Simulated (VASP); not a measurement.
# FeSi (Fd-3m) in VASP: further runs

Runs on FeSi. Level: PBE. Tasks: single point, relaxation of cell and atoms.

All numbers are computed with VASP 6.6.1; they aren't measurements. Logs are shortened: lines on timing, memory, paths and dates and some standing lists are left out, and cuts for length are marked.

**1. The cell of the first run**

The structure is cubic, space group Fd-3m (No. 227). Conventional cell: a = 5.733 Å, b = 5.733 Å, c = 5.733 Å, α = 90.00°, β = 90.00°, γ = 90.00°. Fe (site symmetry -43m) has 4 Fe at 2.48 Å and 10 Si at 2.48 to 2.87 Å within 3.3 Å. Si (site symmetry -43m) has 10 Fe at 2.48 to 2.87 Å and 4 Si at 2.48 Å within 3.3 Å.

The cell was built from a structure type or drawn by symmetry, and may not be a known phase.

**2. Single point, PBE, collinear spin, ferromagnetic start**

INCAR reads:

```
SYSTEM = FeSi
PREC = Accurate ; ENCUT = 520
EDIFF = 1E-6 ; ISMEAR = 0
SIGMA = 0.1 ; LREAL = .FALSE.
LASPH = .TRUE. ; NELM = 150
ALGO = Normal ; ISIF = 2
LWAVE = .FALSE. ; LCHARG = .FALSE.
ISPIN = 2 ; MAGMOM = 4 4 0 0
LORBIT = 11 ; LMAXMIX = 4
GGA = PE ; NBANDS = 24
```

KPOINTS reads:

```
Automatic mesh
0
G
  6 6 6
  0 0 0
```

POSCAR reads:

```
FeSi
1.0
    0.0000000000      2.8664203609      2.8664203609
    2.8664203609      0.0000000000      2.8664203609
    2.8664203609      2.8664203609      0.0000000000
Fe Si
2 2
Direct
    0.7500000000      0.7500000000      0.7500000000
    0.5000000000      0.5000000000      0.5000000000
    0.2500000000      0.2500000000      0.2500000000
    0.0000000000      0.0000000000      0.0000000000
```

Potentials or basis: VASP PAW PBE potentials, release 64 (Fe, Si).

The run is started by

```console
$ cat potpaw_PBE.64/Fe/POTCAR potpaw_PBE.64/Si/POTCAR > POTCAR
$ mpirun -np 1 vasp_std > vasp.out
```

OUTCAR:

```text
SYSTEM = FeSi
   PREC = Accurate
   ENCUT = 520
   EDIFF = 1E-6
   ISMEAR = 0
   LREAL = .FALSE.
   LASPH = .TRUE.
   NELM = 150
   ISIF = 2
   ISPIN = 2
   LORBIT = 11
   GGA = PE

 ion  position               nearest neighbor table
   1  0.750  0.750  0.750-   2 2.48   4 2.48   2 2.48   2 2.48   2 2.48   4 2.48   4 2.48   4 2.48
                             3 2.87   3 2.87   3 2.87   3 2.87   3 2.87   3 2.87
   2  0.500  0.500  0.500-   1 2.48   3 2.48   3 2.48   3 2.48   3 2.48   1 2.48   1 2.48   1 2.48
                             4 2.87   4 2.87   4 2.87   4 2.87   4 2.87   4 2.87
   3  0.250  0.250  0.250-   2 2.48   4 2.48   4 2.48   4 2.48   4 2.48   2 2.48   2 2.48   2 2.48
                             1 2.87   1 2.87   1 2.87   1 2.87   1 2.87   1 2.87
   4  0.000  0.000  0.000-   1 2.48   3 2.48   1 2.48   1 2.48   1 2.48   3 2.48   3 2.48   3 2.48
                             2 2.87   2 2.87   2 2.87   2 2.87   2 2.87   2 2.87

  LATTYP: Found a face centered cubic cell.
 ALAT       =     5.7328407218

  Lattice vectors:

 A1 = (   0.0000000000,   2.8664203609,   2.8664203609)
 A2 = (   2.8664203609,   0.0000000000,   2.8664203609)
 A3 = (   2.8664203609,   2.8664203609,   0.0000000000)

Analysis of symmetry for initial positions (statically):
=====================================================================
 Subroutine PRICEL returns:
 Original cell was already a primitive cell.

 Routine SETGRP: Setting up the symmetry group for a
 face centered cubic supercell.

 Subroutine GETGRP returns: Found 48 space group operations
 (whereof 24 operations were pure point group operations)
 out of a pool of 48 trial point group operations.

The static configuration has the point symmetry T_d .
 The point group associated with its full space group is O_h .

Analysis of symmetry for dynamics (positions and initial velocities):
=====================================================================
 Subroutine PRICEL returns:
 Original cell was already a primitive cell.

 Routine SETGRP: Setting up the symmetry group for a
 face centered cubic supercell.

 Subroutine GETGRP returns: Found 48 space group operations
 (whereof 24 operations were pure point group operations)
 out of a pool of 48 trial point group operations.

The dynamic configuration has the point symmetry T_d .
 The point group associated with its full space group is O_h .

Analysis of structural, dynamic, and magnetic symmetry:
=====================================================================
 Subroutine PRICEL returns:
 Original cell was already a primitive cell.

 Routine SETGRP: Setting up the symmetry group for a
 face centered cubic supercell.

 Subroutine GETGRP returns: Found 48 space group operations
 (whereof 24 operations were pure point group operations)
 out of a pool of 48 trial point group operations.

The overall configuration has the point symmetry T_d .
 The point group associated with its full space group is O_h .

 Subroutine INISYM returns: Found 48 space group operations
 (whereof 24 operations are pure point group operations),
 and found     1 'primitive' translations

----------------------------------------------------------------------------------------

                                     Primitive cell

  volume of cell :      47.1031

  direct lattice vectors                    reciprocal lattice vectors
     0.000000000  2.866420361  2.866420361    -0.174433592  0.174433592  0.174433592
     2.866420361  0.000000000  2.866420361     0.174433592 -0.174433592  0.174433592
     2.866420361  2.866420361  0.000000000     0.174433592  0.174433592 -0.174433592

  length of vectors
     4.053730550  4.053730550  4.053730550     0.302127844  0.302127844  0.302127844

  position of ions in fractional coordinates (direct lattice)
     0.750000000  0.750000000  0.750000000
     0.500000000  0.500000000  0.500000000
     0.250000000  0.250000000  0.250000000
     0.000000000  0.000000000  0.000000000

  ion indices of the primitive-cell ions
   primitive index   ion index
                 1           1
                 2           2
                 3           3
                 4           4

----------------------------------------------------------------------------------------
[... 27 lines left out ...]
  0.000000  0.000000  0.000000      1.000000
  0.166667  0.000000  0.000000      8.000000
  0.333333  0.000000  0.000000      8.000000
  0.500000  0.000000  0.000000      4.000000
  0.166667  0.166667  0.000000      6.000000
  0.333333  0.166667  0.000000     24.000000
[... 8 lines left out ...]
 -0.333333  0.333333  0.166667     24.000000
 -0.333333  0.500000  0.166667     12.000000
   k-points           NKPTS =     16   k-points in BZ     NKDIM =     16   number of bands    NBANDS=     24
   number of dos      NEDOS =    301   number of ions     NIONS =      4
   total plane-waves  NPLWV =  27000
   dimension x,y,z NGX =    30 NGY =   30 NGZ =   30
   dimension x,y,z NGXF=    60 NGYF=   60 NGZF=   60
   ions per type =               2   2
   NGX,Y,Z   is equivalent  to a cutoff of  12.30, 12.30, 12.30 a.u.
   NGXF,Y,Z  is equivalent  to a cutoff of  24.61, 24.61, 24.61 a.u.
 SYSTEM =  FeSi
   PREC   = accura    normal or accurate (medium, high low for compatibility)
   ISTART =      0    job   : 0-new  1-cont  2-samecut
   ICHARG =      2    charge: 1-file 2-atom 10-const
   ISPIN  =      2    spin polarized calculation?
   LNONCOLLINEAR =      F non collinear calculations
   LSORBIT =      F    spin-orbit coupling
   LASPH  =      T    aspherical Exc in radial PAW
   ENCUT  =  520.0 eV  38.22 Ry    6.18 a.u.   7.54  7.54  7.54*2*pi/ulx,y,z
   NELM   =    150;   NELMIN=  2; NELMDL= -5     # of ELM steps
   EDIFF  = 0.1E-05   stopping-criterion for ELM
   LREAL  =      F    real-space projection
   EDIFFG = 0.1E-04   stopping-criterion for IOM
   NSW    =      0    number of steps for IOM
   IBRION =     -1    ionic relax: 0-MD 1-quasi-New 2-CG
   NFREE  =      0    steps in history (QN), initial steepest desc. (CG)
   ISIF   =      2    stress and relaxation
   ISYM   =      2    0-nonsym 1-usesym 2-fastsym
   POTIM  = 0.5000    time-step for ionic-motion
   TEBEG  =    0.0;   TEEND  =   0.0 temperature during run
   PSTRESS=    0.0 pullay stress
   NELECT =      24.0000    total number of electrons
   NUPDOWN=      -1.0000    fix difference up-down
   EMIN   =  10.00;   EMAX   =-10.00  energy-range for DOS
   EFERMI =   0.00;   METHOD = LEGACY
   ISMEAR =     0;   SIGMA  =   0.10  broadening in eV -4-tet -1-fermi 0-gaus
   EFERMI_NEDOS =   21; number of points for ismear=-14 and -15
   IALGO  =     38    algorithm
   IMIX   =      4    mixing-type and parameters
     AMIX     =   0.40;   BMIX     =  1.00
     AMIX_MAG =   1.60;   BMIX_MAG =  1.00
  volume/ion in A,a.u.               =      11.78        79.47
  Fermi-wavevector in a.u.,A,eV,Ry     =   1.307561  2.470932 23.262103  1.709716
  Thomas-Fermi vector in A             =   2.438287
   LORBIT       =     11    0 simple, 1 ext, 2 COOP (PROOUT), +10 PAW based schemes
   GGA     = PE    functional components
   LHFCALC =     F    Hartree Fock is set to
   AEXX    =    0.0000 exact exchange contribution
   IVDW    =     0    specifies the selected vdW correction
   LEPSILON=     F    determine dielectric tensor
   LRPA    =     F    only Hartree local field effects (RPA)
 spin polarized calculation
 Gauss-broadening in eV      SIGMA  =   0.10
  energy-cutoff  :      520.00
  volume of cell :       47.10
 maximum number of plane-waves:      1303
   NGX = 15   NGY = 15   NGZ = 15

 number of electron      24.0000017 magnetization       3.5241479

 Free energy of the ion-electron system (eV)
  ---------------------------------------------------
  ext. energy  EPLUGINS =         0.00000000
  ---------------------------------------------------
  free energy    TOTEN  =       -27.15733378 eV

  energy without entropy =      -27.13780026  energy(sigma->0) =      -27.14756702

 E-fermi :   9.7700     XC(G=0): -12.4749

 val. band max:        9.7602413398   @ k =   0.5000   0.3333   0.1667
 cond. band min:       9.7760275370   @ k =   0.5000   0.1667   0.0000
 fundamental gap:      0.0157861972
 Fermi energy:         9.7700151769

 spin component 1

 k-point     1 :       0.0000    0.0000    0.0000
  band No.  band energies     occupation
      1      -4.0233      1.00000
      2       5.3324      1.00000
      3       5.3324      1.00000
      4       5.3324      1.00000
      5       5.6487      1.00000
      6       5.6487      1.00000
[... 421 lines left out ...]
     23      22.5382      0.00000
     24      22.5382      0.00000
 Fermi energy:         9.7700151769

 spin component 2

 k-point     1 :       0.0000    0.0000    0.0000
  band No.  band energies     occupation
      1      -4.0520      1.00000
      2       5.8797      1.00000
      3       5.8798      1.00000
      4       5.8798      1.00000
      5       6.6616      1.00000
      6       6.6616      1.00000
[... 421 lines left out ...]
     23      22.6512      0.00000
     24      22.6512      0.00000

------------------------ aborting loop because EDIFF is reached ----------------------------------------

  FORCE on cell =-STRESS in cart. coord.  units (eV):
  Direction    XX          YY          ZZ          XY          YZ          ZX
  --------------------------------------------------------------------------------------
  -------------------------------------------------------------------------------------
  Total       -0.0441883     -0.0441883     -0.0441883      0.0000000      0.0000000     -0.0000000
  in kB       -1.5030335     -1.5030335     -1.5030335      0.0000000      0.0000000     -0.0000000
  external PRESSURE =      -1.5030335 kB  Pullay stress =       0.0000000 kB

 VOLUME and BASIS-vectors are now :
 -----------------------------------------------------------------------------
  energy-cutoff  :      520.00
  volume of cell :       47.10
      direct lattice vectors                 reciprocal lattice vectors
     0.000000000  2.866420361  2.866420361    -0.174433592  0.174433592  0.174433592
     2.866420361  0.000000000  2.866420361     0.174433592 -0.174433592  0.174433592
     2.866420361  2.866420361  0.000000000     0.174433592  0.174433592 -0.174433592

 POSITION                                       TOTAL-FORCE (eV/Angst)
 -----------------------------------------------------------------------------------
      4.29963      4.29963      4.29963         0.000000      0.000000      0.000000
      2.86642      2.86642      2.86642        -0.000000     -0.000000     -0.000000
      1.43321      1.43321      1.43321         0.000000     -0.000000      0.000000
      0.00000      0.00000      0.00000        -0.000000      0.000000     -0.000000
 -----------------------------------------------------------------------------------
    total drift:                                0.000000     -0.000000     -0.000000

  FREE ENERGIE OF THE ION-ELECTRON SYSTEM (eV)
  ---------------------------------------------------
  free  energy   TOTEN  =       -27.1573337777 eV

  energy  without entropy=      -27.1378002640  energy(sigma->0) =      -27.14756702

 total charge

# of ion       s       p       d       tot
------------------------------------------
    1        0.424   0.515   6.412   7.351
    2        0.424   0.515   6.412   7.351
    3        0.750   0.838   0.000   1.588
    4        0.750   0.838   0.000   1.588
--------------------------------------------------
tot          2.348   2.706  12.824  17.878

 magnetization (x)

# of ion       s       p       d       tot
------------------------------------------
    1       -0.007  -0.006   1.849   1.836
    2       -0.007  -0.006   1.849   1.836
    3        0.009  -0.023   0.000  -0.015
    4        0.009  -0.023   0.000  -0.015
--------------------------------------------------
tot          0.005  -0.059   3.697   3.643
```

Wall time 19 s (1 thread of AMD EPYC 9R45 (Zen 5), shared host); peak memory 0.17 GiB.

Results:

| Quantity | Value |
| --- | --- |
| Free energy | -27.1573 eV |
| Pressure | -0.2 GPa |
| Net moment | 3.52 μB per cell |
| Site moments | Fe +1.84; Si -0.01 μB |
| Valence electrons inside the program's atomic spheres | Fe 7.35; Si 1.59 |

Levels at points of the mesh, in eV from the Fermi level:
Spin up:
```
           k point  band 11  band 12  band 13  band 14  band 15  band 16  band 17  band 18
(0.00, 0.00, 0.00)    -1.41    -0.27     0.16     0.16     0.16     2.74     2.74     2.74
(0.50, 0.00, 0.00)    -1.66    -1.66    -0.28     0.67     0.67     0.68     0.68     5.45
(0.50, 0.50, 0.00)    -1.64    -1.64    -1.53    -1.53     0.80     0.80     7.32     7.32
```
Spin down:
| k point | band 8 | band 9 | band 10 | band 11 | band 12 | band 13 |
| --- | --- | --- | --- | --- | --- | --- |
| (0.00, 0.00, 0.00) | -2.52 | -2.52 | -0.33 | 0.92 | 0.92 | 0.92 |
| (0.50, 0.00, 0.00) | -2.02 | -1.20 | -1.20 | 0.11 | 0.11 | 0.93 |
| (0.50, 0.50, 0.00) | -1.74 | -0.59 | -0.59 | -0.18 | -0.18 | 0.58 |

**3. Single point, PBE, collinear spin, ferromagnetic start**

This run uses another cell than the first one, of 15.07 Å³/atom.

INCAR reads:

```
PREC = Accurate ; ENCUT = 520
EDIFF = 1E-6 ; ISMEAR = 0
SIGMA = 0.1 ; LREAL = F
LASPH = T ; NELM = 150
ALGO = Normal ; ISIF = 2
LWAVE = F ; LCHARG = F
ISPIN = 2 ; MAGMOM = 4 4 0 0
LORBIT = 11 ; LMAXMIX = 4
GGA = PE ; NBANDS = 24
```

KPOINTS reads:

```
Automatic mesh
0
Gamma
  6 6 6
```

POSCAR reads:

```
FeSi
1.0
    0.0000000000      3.1122951000      3.1122951000
    3.1122951000      0.0000000000      3.1122951000
    3.1122951000      3.1122951000      0.0000000000
Fe Si
2 2
Direct
    0.7500000000      0.7500000000      0.7500000000
    0.5000000000      0.5000000000      0.5000000000
    0.2500000000      0.2500000000      0.2500000000
    0.0000000000      0.0000000000      0.0000000000
```

Potentials or basis: VASP PAW PBE potentials, release 64 (Fe, Si).

The run is started by

```console
$ cat potpaw_PBE.64/Fe/POTCAR potpaw_PBE.64/Si/POTCAR > POTCAR
$ mpirun -np 1 vasp_std > vasp.out
```

It took 28 s on 1 thread of AMD EPYC 9R45 (Zen 5), shared host; peak memory 0.22 GiB.

It converged, with:

* Free energy: -26.1237 eV
* Pressure: -19.7 GPa
* Net moment: 4.56 μB per cell
* Site moments: Fe +2.44; Si -0.04 μB
* Valence electrons inside the program's atomic spheres: Fe 6.90; Si 1.51

Levels at points of the mesh, in eV from the Fermi level:
Spin up:
```tsv
k point	band 12	band 13	band 14	band 15	band 16	band 17
(0.00, 0.00, 0.00)	-1.67	0.08	0.08	0.08	1.98	1.98
(0.50, 0.00, 0.00)	-1.81	-1.01	0.23	0.23	0.73	0.73
(0.50, 0.50, 0.00)	-1.94	-1.66	-1.66	0.00	0.00	5.97
```
Spin down:
```
           k point  band 6  band 7  band 8  band 9  band 10  band 11  band 12  band 13  band 14  band 15
(0.00, 0.00, 0.00)   -2.02   -2.02   -1.80   -1.22    -1.22     1.03     1.03     1.03     1.27     1.27
(0.50, 0.00, 0.00)   -1.22   -1.22   -1.15   -0.46    -0.46     0.56     0.56     0.88     1.86     1.86
(0.50, 0.50, 0.00)   -3.23   -0.87   -0.87    0.17     0.17     0.27     0.27     0.83     0.83     1.55
```

Caveat: the cell stands under tension.

**4. Relaxation of cell and atoms, PBE, collinear spin, ferromagnetic start**

This run uses another cell than the first one, of 15.07 Å³/atom.

INCAR reads:

```
PREC = Accurate
ENCUT = 600
EDIFF = 1E-7
ISMEAR = 0
SIGMA = 0.1
LREAL = F
LASPH = T
NELM = 150
ALGO = Normal
ISIF = 3
LWAVE = F
LCHARG = F
ISPIN = 2
MAGMOM = 4 4 0 0
LORBIT = 11
LMAXMIX = 4
GGA = PE
IBRION = 2
NSW = 90
EDIFFG = -0.04
```

KPOINTS reads:

```
regular mesh
0
Gamma
  6 6 6
```

POSCAR is that of step 3.

The run is started by

```console
$ cat potpaw_PBE.64/Fe/POTCAR potpaw_PBE.64/Si/POTCAR > POTCAR
$ mpirun -np 1 vasp_std > vasp.out
```

Run time: 74 s. Hardware: 1 thread of AMD EPYC 9R45 (Zen 5), shared host; peak memory 0.23 GiB.

The run converged. Its results:

```yaml
Free_energy: -27.1592 eV
Relaxed_volume: 11.78 Å³/atom
Relaxed_cell: a = 4.054 Å, b = 4.054 Å, c = 4.054 Å, α = 60.00°, β = 60.00°, γ = 60.00°
Space_group_after_relaxing_to_0.1_Å: Fd-3m (No. 227)
Energy_gained_by_relaxing: 259.0 meV/atom
Ionic_steps: 3
Pressure_after_relaxing: -0.2 GPa
Net_moment: 3.53 μB per cell
Site_moments: Fe +1.84; Si -0.01 μB
Valence_electrons_inside_the_program's_atomic_spheres: Fe 7.35; Si 1.59
```

Step by step:
```
step  energy change (eV)  largest force (eV/Å)  pressure (GPa)  volume (Å³)
   1              0.0000                0.0000          -19.69        60.29
   2             -1.0111                0.0000            5.59        45.53
   3             -1.0361                0.0000           -0.22        47.12
```

Final structure:
```
CELL_PARAMETERS angstrom
0.00000 2.86678 2.86678
2.86678 0.00000 2.86678
2.86678 2.86678 0.00000
ATOMIC_POSITIONS crystal
Fe 0.75000 0.75000 0.75000
Fe 0.50000 0.50000 0.50000
Si 0.25000 0.25000 0.25000
Si 0.00000 0.00000 0.00000
```

Levels at points of the mesh, in eV from the Fermi level:
Spin up:
| k point | band 10 | band 11 | band 12 | band 13 | band 14 | band 15 | band 16 | band 17 | band 18 | band 19 |
| --- | --- | --- | --- | --- | --- | --- | --- | --- | --- | --- |
| (0.00, 0.00, 0.00) | -1.41 | -1.41 | -0.27 | 0.16 | 0.16 | 0.16 | 2.74 | 2.74 | 2.74 | 3.87 |
| (0.50, 0.00, 0.00) | -2.39 | -1.66 | -1.66 | -0.28 | 0.67 | 0.67 | 0.68 | 0.68 | 5.44 | 7.73 |
| (0.50, 0.50, 0.00) | -2.64 | -1.64 | -1.64 | -1.53 | -1.53 | 0.80 | 0.80 | 7.31 | 7.31 | 7.45 |
Spin down:
```csv
k point,band 8,band 9,band 10,band 11,band 12,band 13
"(0.00, 0.00, 0.00)",-2.52,-2.52,-0.33,0.92,0.92,0.92
"(0.50, 0.00, 0.00)",-2.01,-1.20,-1.20,0.11,0.11,0.93
"(0.50, 0.50, 0.00)",-1.74,-0.58,-0.58,-0.18,-0.18,0.58
```

Caveat: the volume moved by over 15 % at a fixed basis, so the end points are rough.

**5. Summary**

| task | cell | cutoff (eV) | gap on the mesh (eV) | pressure (GPa) | moment (μB) |
| --- | --- | --- | --- | --- | --- |
| single point | a = 4.054 Å, angles 60.0°, 4 atoms | 520 | none | -0.2 | 3.52 |
| single point | a = 4.401 Å, angles 60.0°, 4 atoms | 520 | none | -19.7 | 4.56 |
| relaxation of cell and atoms | relaxed from a = 4.401 Å, angles 60.0°, 4 atoms | 600 | none | -0.2 | 3.53 |

Alike in all rows: level PBE; potentials or basis VASP PAW PBE potentials, release 64 (Fe, Si); spin collinear, ferromagnetic start; k mesh 6 × 6 × 6; smearing gaussian 0.1 eV.

Caveats: the cell stands under tension (at least some runs); the volume moved by over 15 % at a fixed basis, so the end points are rough (at least some runs).

Total energies depend on the potentials used, so only differences within one code and one set of settings carry meaning.
